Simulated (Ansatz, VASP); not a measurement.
Two plane-wave programs on AlAs4

```
Al As
1.0
     3.84311    0.00000    0.00000
    -1.92155    3.32823    0.00000
     0.00000    0.00000   20.40225
Al As
2 8
Direct
  0.33333 0.66667 0.04289
  0.66667 0.33333 0.95711
  0.66667 0.33333 0.08913
  0.33333 0.66667 0.91087
  0.00000 0.00000 0.26596
  0.33333 0.66667 0.33050
  0.66667 0.33333 0.46785
  0.33333 0.66667 0.53215
  0.00000 0.00000 0.73404
  0.66667 0.33333 0.66950
```

Alike in both runs: functional PBE; k mesh 12 × 12 × 2; occupations gaussian, width 0.1 eV; no spin polarisation.

Ansatz relaxed the structure, and its values are those at the end. VASP's run is a single point on that final structure, the one shown.

```csv
,VASP,Ansatz
version,VASP 6.6.1,Ansatz 0.2.0
potentials or method,"VASP PAW PBE potentials, release 64 (Al, As), cutoff 520 eV","scalar-relativistic, plane waves, PAW"
valence electrons in the cell,46,126
```

Ansatz gave:

| Property | Result |
| --- | --- |
| gap on the k mesh at the Fermi level (eV) | none |
| pressure (GPa) | 0.0 |
| rms of the force components (eV/Å) | 0.002 |

**Question.** Which values does VASP return?

**Answer.** gap on the k mesh at the Fermi level (eV): none; pressure (GPa): 0.1; rms of the force components (eV/Å): 0.026.

A gap of «none» marks a metal or a gap that the smearing closes. The functional is the same, so the differences come from potentials, cutoffs and numerics. VASP's potentials hold 46 valence electrons a cell and Ansatz's 126, so a difference there can come from the potentials and not from the codes.
